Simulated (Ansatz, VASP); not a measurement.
# B3As4: VASP beside Ansatz

```
CELL_PARAMETERS angstrom
4.57002 0.00000 0.00000
0.00000 4.57002 0.00000
0.00000 0.00000 4.57002
ATOMIC_POSITIONS crystal
B 0.50000 0.00000 0.50000
B 0.00000 0.50000 0.50000
B 0.50000 0.50000 0.00000
As 0.75950 0.75950 0.24050
As 0.24050 0.24050 0.24050
As 0.75950 0.24050 0.75950
As 0.24050 0.75950 0.75950
```

Alike in both runs: functional PBE; k mesh 6 × 6 × 6; occupations gaussian, width 0.1 eV; no spin polarisation.

Ansatz relaxed the structure, and its values are those at the end. VASP's run is a single point on that final structure, the one shown.

|  | VASP | Ansatz |
| --- | --- | --- |
| version | VASP 6.6.1 | Ansatz 0.2.0 |
| potentials or method | VASP PAW PBE potentials, release 64 (B, As), cutoff 500 eV | scalar-relativistic, plane waves, PAW |
| valence electrons in the cell | 29 | 69 |

VASP gave:

| Item | Value |
| --- | --- |
| gap on the k mesh at the Fermi level (eV) | none |
| pressure (GPa) | 15.9 |
| rms of the force components (eV/Å) | 0.028 |

Estimate Ansatz's values.

gap on the k mesh at the Fermi level (eV): none; pressure (GPa): 15.1; rms of the force components (eV/Å): 0.000.

A gap of «none» marks a metal or a gap that the smearing closes. The functional is the same, so the differences come from potentials, cutoffs and numerics. VASP's potentials hold 29 valence electrons a cell and Ansatz's 69, so a difference there can come from the potentials and not from the codes. Ansatz's warnings: stress scf threshold loose.
